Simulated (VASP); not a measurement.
# BN (BN (F-43m)) (F-43m) in VASP: notebook

Aim: see how the results for BN (BN (F-43m)) move with the level of theory and the settings. Levels: r2SCAN, HSE06, LDA. Tasks: single point.

All numbers are computed with VASP 6.6.1; they aren't measurements. Logs are shortened: lines on timing, memory, paths and dates and some standing lists are left out, and cuts for length are marked.

### Step 1. The cell of the first run

The structure is cubic, space group F-43m (No. 216). The conventional cell has a = 3.624 Å, b = 3.624 Å, c = 3.624 Å, α = 90.00°, β = 90.00°, γ = 90.00°. B (site symmetry -43m) has 4 N at 1.57 Å within 2.1 Å. N (site symmetry -43m) has 4 B at 1.57 Å within 2.1 Å.

### Step 2. Single point, r2SCAN

POSCAR

```
BN
1.0
    0.0000000000      1.8120551922      1.8120551922
    1.8120551922      0.0000000000      1.8120551922
    1.8120551922      1.8120551922      0.0000000000
B N
1 1
Direct
    0.0000000000      0.0000000000      0.0000000000
    0.2499999997      0.2499999997      0.2499999997
```

INCAR.step1

```
PREC = Accurate
ENCUT = 660
ISMEAR = -1
SIGMA = 0.01
LREAL = False
LASPH = True
NELM = 120
NBANDS = 11
GGA = PE
ALGO = Normal
EDIFF = 1E-5
LWAVE = True
LCHARG = False
GGA_COMPAT = False
```

INCAR.step2

```
PREC = Accurate
ENCUT = 660
EDIFF = 1E-6
ISMEAR = -1
SIGMA = 0.01
LREAL = False
LASPH = True
NELM = 120
ALGO = Normal
ISIF = 2
LWAVE = False
LCHARG = False
METAGGA = R2SCAN
LMIXTAU = True
NBANDS = 11
ISTART = 1
GGA_COMPAT = False
```

KPOINTS

```
regular mesh
0
Gamma
  13 13 13
```

Potentials or basis: VASP PAW PBE potentials, release 64 (B, N).

Command:

```console
$ cat potpaw_PBE.64/B/POTCAR potpaw_PBE.64/N/POTCAR > POTCAR
$ cp INCAR.step1 INCAR
$ mpirun -np 1 vasp_std > vasp.out
$ cp INCAR.step2 INCAR
$ mpirun -np 1 vasp_std > vasp.out
```

OUTCAR:

```text
PREC = Accurate
   ENCUT = 660
   EDIFF = 1E-6
   ISMEAR = -1
   LREAL = False
   LASPH = True
   NELM = 120
   ISIF = 2
   METAGGA = R2SCAN
   ISTART = 1

 ion  position               nearest neighbor table
   1  0.000  0.000  0.000-   2 1.57   2 1.57   2 1.57   2 1.57
   2  0.250  0.250  0.250-   1 1.57   1 1.57   1 1.57   1 1.57

  LATTYP: Found a face centered cubic cell.
 ALAT       =     3.6241103844

  Lattice vectors:

 A1 = (   0.0000000000,   1.8120551922,   1.8120551922)
 A2 = (   1.8120551922,   0.0000000000,   1.8120551922)
 A3 = (   1.8120551922,   1.8120551922,   0.0000000000)

Analysis of symmetry for initial positions (statically):
=====================================================================
 Subroutine PRICEL returns:
 Original cell was already a primitive cell.

 Routine SETGRP: Setting up the symmetry group for a
 face centered cubic supercell.

 Subroutine GETGRP returns: Found 24 space group operations
 (whereof 24 operations were pure point group operations)
 out of a pool of 48 trial point group operations.

The static configuration has the point symmetry T_d .

Analysis of symmetry for dynamics (positions and initial velocities):
=====================================================================
 Subroutine PRICEL returns:
 Original cell was already a primitive cell.

 Routine SETGRP: Setting up the symmetry group for a
 face centered cubic supercell.

 Subroutine GETGRP returns: Found 24 space group operations
 (whereof 24 operations were pure point group operations)
 out of a pool of 48 trial point group operations.

The dynamic configuration has the point symmetry T_d .

 Subroutine INISYM returns: Found 24 space group operations
 (whereof 24 operations are pure point group operations),
 and found     1 'primitive' translations

----------------------------------------------------------------------------------------

                                     Primitive cell

  volume of cell :      11.8999

  direct lattice vectors                    reciprocal lattice vectors
     0.000000000  1.812055192  1.812055192    -0.275929785  0.275929785  0.275929785
     1.812055192  0.000000000  1.812055192     0.275929785 -0.275929785  0.275929785
     1.812055192  1.812055192  0.000000000     0.275929785  0.275929785 -0.275929785

  length of vectors
     2.562633029  2.562633029  2.562633029     0.477924407  0.477924407  0.477924407

  position of ions in fractional coordinates (direct lattice)
     0.000000000  0.000000000  0.000000000
[... 81 lines left out ...]
   NSW    =      0    number of steps for IOM
   IBRION =     -1    ionic relax: 0-MD 1-quasi-New 2-CG
   NFREE  =      0    steps in history (QN), initial steepest desc. (CG)
   ISIF   =      2    stress and relaxation
   ISYM   =      2    0-nonsym 1-usesym 2-fastsym
   POTIM  = 0.5000    time-step for ionic-motion
   TEBEG  =    0.0;   TEEND  =   0.0 temperature during run
   PSTRESS=    0.0 pullay stress
   NELECT =       8.0000    total number of electrons
   NUPDOWN=      -1.0000    fix difference up-down
   EMIN   =  10.00;   EMAX   =-10.00  energy-range for DOS
   EFERMI =   0.00;   METHOD = LEGACY
   ISMEAR =    -1;   SIGMA  =   0.01  broadening in eV -4-tet -1-fermi 0-gaus
   EFERMI_NEDOS =   21; number of points for ismear=-14 and -15
   IALGO  =     38    algorithm
   IMIX   =      4    mixing-type and parameters
     AMIX     =   0.40;   BMIX     =  1.00
     AMIX_MAG =   1.60;   BMIX_MAG =  1.00
  volume/ion in A,a.u.               =       5.95        40.15
  Fermi-wavevector in a.u.,A,eV,Ry     =   1.434135  2.710122 27.983695  2.056744
  Thomas-Fermi vector in A             =   2.553577
   LORBIT       =      0    0 simple, 1 ext, 2 COOP (PROOUT), +10 PAW based schemes
   METAGGA = R2SCAN    functional components
   LHFCALC =     F    Hartree Fock is set to
   AEXX    =    0.0000 exact exchange contribution
   IVDW    =     0    specifies the selected vdW correction
   LEPSILON=     F    determine dielectric tensor
   LRPA    =     F    only Hartree local field effects (RPA)
 non-spin polarized calculation
  energy-cutoff  :      660.00
  volume of cell :       11.90
 maximum number of plane-waves:       471
 NGX is ok and might be reduce to    24
   NGX = 11   NGY = 11   NGZ = 11

 number of electron       8.0000000 magnetization

 Free energy of the ion-electron system (eV)
  ---------------------------------------------------
  ext. energy  EPLUGINS =         0.00000000
  ---------------------------------------------------
  free energy    TOTEN  =       -19.17396880 eV

  energy without entropy =      -19.17396880  energy(sigma->0) =      -19.17396880

 E-fermi :   7.5086     XC(G=0): -13.6059

 val. band max:        7.1489725037   @ k =   0.0000   0.0000   0.0000
 cond. band min:      12.1932796672   @ k =   0.4615   0.4615   0.0000
 fundamental gap:      5.0443071635
 Fermi energy:         7.5086058038

 k-point     1 :       0.0000    0.0000    0.0000
  band No.  band energies     occupation
      1     -14.0545      2.00000
      2       7.1490      2.00000
      3       7.1490      2.00000
      4       7.1490      2.00000
      5      16.6382      0.00000
      6      16.6382      0.00000
      7      16.6382      0.00000
      8      18.0830      0.00000
      9      33.1336      0.00000
     10      35.7976      0.00000
     11      35.7976      0.00000
[... 309 lines left out ...]
 k-point    24 :       0.4615    0.1538    0.0000
  band No.  band energies     occupation
      1     -10.0132      2.00000
      2      -2.4306      2.00000
      3       3.7640      2.00000
      4       4.2342      2.00000
      5      16.6831      0.00000
      6      19.9827      0.00000
      7      20.4923      0.00000
      8      22.7655      0.00000
      9      29.2147      0.00000
     10      34.7258      0.00000
     11      36.4914      0.00000

 [... further k-points ...]
[... 5 lines left out ...]
  --------------------------------------------------------------------------------------
  -------------------------------------------------------------------------------------
  Total       -0.2549280     -0.2549280     -0.2549280     -0.0000000     -0.0000000     -0.0000000
  in kB      -34.3228906    -34.3228906    -34.3228906     -0.0000000     -0.0000000     -0.0000000
  external PRESSURE =     -34.3228906 kB  Pullay stress =       0.0000000 kB

 VOLUME and BASIS-vectors are now :
 -----------------------------------------------------------------------------
  energy-cutoff  :      660.00
  volume of cell :       11.90
      direct lattice vectors                 reciprocal lattice vectors
     0.000000000  1.812055192  1.812055192    -0.275929785  0.275929785  0.275929785
     1.812055192  0.000000000  1.812055192     0.275929785 -0.275929785  0.275929785
     1.812055192  1.812055192  0.000000000     0.275929785  0.275929785 -0.275929785

 POSITION                                       TOTAL-FORCE (eV/Angst)
 -----------------------------------------------------------------------------------
      0.00000      0.00000      0.00000        -0.000000     -0.000000     -0.000000
      0.90603      0.90603      0.90603         0.000000      0.000000      0.000000
 -----------------------------------------------------------------------------------
    total drift:                                0.000001      0.000001      0.000001

  FREE ENERGIE OF THE ION-ELECTRON SYSTEM (eV)
  ---------------------------------------------------
  free  energy   TOTEN  =       -19.1739687961 eV

  energy  without entropy=      -19.1739687961  energy(sigma->0) =      -19.17396880
```

Run time: 36 s. Hardware: 1 thread of Intel Xeon Platinum 8488C (Sapphire Rapids), shared host; peak memory 0.14 GiB.

What came out:

```yaml
Free_energy: -19.1740 eV
Pressure: -3.4 GPa
Band_gap_on_the_k_mesh: 5.04 eV, indirect (least direct gap 9.49 eV)
```

Levels at points of the mesh, in eV from the valence-band top:
| k point | band 1 | band 2 | band 3 | band 4 | band 5 | band 6 | band 7 | band 8 | band 9 |
| --- | --- | --- | --- | --- | --- | --- | --- | --- | --- |
| (0.00, 0.00, 0.00) | -21.20 | 0.00 | 0.00 | 0.00 | 9.49 | 9.49 | 9.49 | 10.93 | 25.98 |

Caveat: the PAW data sets were made with another functional, which shifts forces and pressure a little. r2SCAN opens gaps a little over a GGA but as a rule still falls short of measured ones.

### Step 3. Single point, HSE06

POSCAR is that of step 2.

INCAR.step1

```
SYSTEM = BN
PREC = Accurate ; ENCUT = 520
EDIFF = 1E-5 ; ISMEAR = -1
SIGMA = 0.01 ; LREAL = .False.
LASPH = .True. ; NELM = 120
ALGO = Normal ; ISIF = 2
LWAVE = .True. ; LCHARG = .False.
GGA = PE ; NBANDS = 11
GGA_COMPAT = .False.
```

INCAR.step2

```
SYSTEM = BN
PREC = Accurate ; ENCUT = 520
EDIFF = 1E-6 ; ISMEAR = -1
SIGMA = 0.01 ; LREAL = .False.
LASPH = .True. ; NELM = 120
ALGO = Normal ; ISIF = 2
LWAVE = .False. ; LCHARG = .False.
GGA = PE ; LHFCALC = .True.
HFSCREEN = 0.2079 ; PRECFOCK = Normal
ISTART = 1 ; NBANDS = 11
GGA_COMPAT = .False.
```

KPOINTS

```
regular mesh
0
Gamma
  8 8 8
  0 0 0
```

Potentials or basis: VASP PAW PBE potentials, release 64 (B, N).

Command:

```console
$ cat potpaw_PBE.64/B/POTCAR potpaw_PBE.64/N/POTCAR > POTCAR
$ cp INCAR.step1 INCAR
$ mpirun -np 1 vasp_std > vasp.out
$ cp INCAR.step2 INCAR
$ mpirun -np 1 vasp_std > vasp.out
```

Wall time 8 min (1 thread of Intel Xeon Platinum 8488C (Sapphire Rapids), shared host); peak memory 0.23 GiB.

The run converged. Its results:

| Item | Value |
| --- | --- |
| Free energy | -20.3221 eV |
| Pressure | -8.5 GPa |
| Band gap on the k mesh | 5.76 eV, indirect (least direct gap 10.51 eV) |

Levels at points of the mesh, in eV from the valence-band top:
```csv
k point,band 1,band 2,band 3,band 4,band 5,band 6,band 7,band 8
"(0.00, 0.00, 0.00)",-22.02,0.00,0.00,0.00,10.51,10.51,10.51,12.00
"(0.50, 0.00, 0.00)",-17.53,-11.56,-2.09,-2.09,11.74,12.47,12.47,17.29
"(0.50, 0.50, 0.00)",-16.06,-9.72,-5.27,-5.27,5.76,10.69,20.33,20.33
```

Caveat: the PAW data sets were made with another functional, which shifts forces and pressure a little. A k mesh can miss the band edges.

### Step 4. Single point, LDA

INCAR

```
PREC = Accurate
ENCUT = 600
EDIFF = 1E-6
ISMEAR = -1
SIGMA = 0.01
LREAL = False
LASPH = True
NELM = 120
ALGO = Normal
ISIF = 2
LWAVE = False
LCHARG = False
NBANDS = 11
GGA_COMPAT = False
```

KPOINTS

```
regular mesh
0
Gamma
  13 13 13
```

POSCAR is that of step 3.

Potentials or basis: VASP PAW LDA potentials, release 64 (B, N).

Command:

```console
$ cat potpaw_LDA.64/B/POTCAR potpaw_LDA.64/N/POTCAR > POTCAR
$ mpirun -np 1 vasp_std > vasp.out
```

Run time: 9.4 s. Hardware: 1 thread of Intel Xeon Platinum 8259CL at 2.50GHz (Skylake/Cascade Lake), shared host; peak memory 0.12 GiB.

It converged, with:

```yaml
Free_energy: -19.4006 eV
Pressure: -13.0 GPa
Band_gap_on_the_k_mesh: 4.41 eV, indirect (least direct gap 8.65 eV)
```

Levels at points of the mesh, in eV from the valence-band top:
```csv
k point,band 2,band 3,band 4,band 5,band 6,band 7
"(0.00, 0.00, 0.00)",0.00,0.00,0.00,8.65,8.65,8.65
```

### Step 5. Overview

```csv
level,potentials or basis,k mesh,cutoff (eV),grid for exact exchange (PRECFOCK),screening parameter,gap on the mesh (eV),pressure (GPa)
r2SCAN,"VASP PAW PBE potentials, release 64 (B, N)",13 × 13 × 13,660,-,-,5.04,-3.4
HSE06,"VASP PAW PBE potentials, release 64 (B, N)",8 × 8 × 8,520,Normal,0.2079 1/Å,5.76,-8.5
LDA,"VASP PAW LDA potentials, release 64 (B, N)",13 × 13 × 13,600,-,-,4.41,-13.0
```

Alike in all rows: task single point; no spin polarisation; cell as given; smearing fermi-dirac 0.01 eV.

Caveats: the PAW data sets were made with another functional, which shifts forces and pressure a little (some runs).

Absolute energies hang on the potentials; compare differences alone.
